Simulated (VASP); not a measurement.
Here is a VASP 6.6.1 calculation.

Contents of INCAR:

```
ALGO     = Normal         # electronic algorithm
EDIFF    = 1E-6           # SCF threshold, eV
ENCUT    = 520            # plane-wave cutoff, eV
GGA      = PS             # functional
ISIF     = 2              # what is computed and relaxed
ISMEAR   = 0              # smearing method
LASPH    = T              # aspherical terms in the spheres
LCHARG   = T              # write CHGCAR
LELF     = T              # ELF
LREAL    = F              # projectors in reciprocal space
LVHAR    = T            
LWAVE    = F              # write WAVECAR
NBANDS   = 31             # bands
NELM     = 80             # most SCF steps
PREC     = Accurate       # precision mode
SIGMA    = 0.05           # smearing width, eV
```

The input KPOINTS:

```
k-points
0
Gamma
  6 8 4
```

File POSCAR:

```
Al3GaN4
1.0
    5.0434079743      0.0000000000      0.0001149899
    0.0000000000      3.1300738979      0.0000000000
   -0.0032362578      0.0000000000      5.4179919454
Al Ga N
3 1 4
Direct
    0.5244254080      0.5000000000      0.1834429018
    0.0009207031      0.5000000000      0.8348055926
    0.0010880657      0.0000000000      0.3316926346
    0.4994217128      0.0000000000      0.6662009018
    0.1111724737      0.0000000000      0.6663292504
    0.1224543244      0.5000000000      0.1671578642
    0.6251234792      0.5000000000      0.8401923549
    0.6231881982      0.0000000000      0.3262928352
```

Potentials or basis: VASP PAW PBE potentials, release 64 (Al, Ga_d, N).

The run is started by

```console
$ cat potpaw_PBE.64/Al/POTCAR potpaw_PBE.64/Ga_d/POTCAR potpaw_PBE.64/N/POTCAR > POTCAR
$ mpirun -np 1 vasp_std > vasp.out
```

What does it give for the largest force?

2.844 eV/Å.

Estimate the pressure.

0.6 GPa.

Predict the band gap on the k mesh.

3.32 eV, direct.

Stress tensor (GPa, compression positive):
```
-1.79  0.00  0.48
 0.00  3.79  0.00
 0.48  0.00 -0.25
```

Caveat: the cell differs from its parent crystal (atom 1 (Al) moved -0.150 Å towards its neighbour atom 2 (Al) at 3.095 Å); the PAW data sets were made with another functional, which shifts forces and pressure a little. A k mesh can miss the band edges.
